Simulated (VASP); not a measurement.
Wanted: the native input for a VASP 6.6.1 run.

```yaml
Task: single point
Functional: PBEsol
Potentials_or_basis: VASP PAW PBE potentials, release 64 (Zn, S)
Cutoff: 500 eV
k_mesh: 8 × 8 × 8
Occupations: gaussian, width 0.01 eV
Spin: no spin polarisation
Dipole_correction: no
Further_INCAR_settings: ALGO = Normal; EDIFF = 1e-06; NBANDS = 16
```

The structure of ZnS lies in POSCAR:

```
ZnS
1.0
    2.6122374996      2.6122374996      0.0000000000
   -2.6122374996      2.6122374996      0.0000000000
    0.0000000000      2.6122374996      2.6122374996
Zn S
1 1
Direct
    0.7500000000      0.2500000000      0.5000000000
    0.0000000000      0.0000000000      0.0000000000
```

These files were run (other wordings do the same):

INCAR

```
SYSTEM = ZnS
ALGO = Normal
EDIFF = 1E-6
ENCUT = 500
GGA = PS
GGA_COMPAT = .False.
ISIF = 2
ISMEAR = 0
LASPH = .True.
LCHARG = .False.
LREAL = .False.
LWAVE = .False.
NBANDS = 16
NELM = 120
PREC = Accurate
SIGMA = 0.01
```

KPOINTS

```
k-points
0
Gamma
  8 8 8
  0 0 0
```

Potentials or basis: VASP PAW PBE potentials, release 64 (Zn, S).

Run with:

```sh
$ cat potpaw_PBE.64/Zn/POTCAR potpaw_PBE.64/S/POTCAR > POTCAR
$ mpirun -np 1 vasp_std > vasp.out
```

Results of the run:

```
Pressure               : 7.2 GPa
Band gap on the k mesh : 2.43 eV
```

Caveat: the cell stands under pressure; the PAW data sets were made with another functional, which shifts forces and pressure a little.

Wall time 26 s on 1 thread of Intel Xeon 8259CL, with other jobs on the host, peak memory 0.16 GiB.
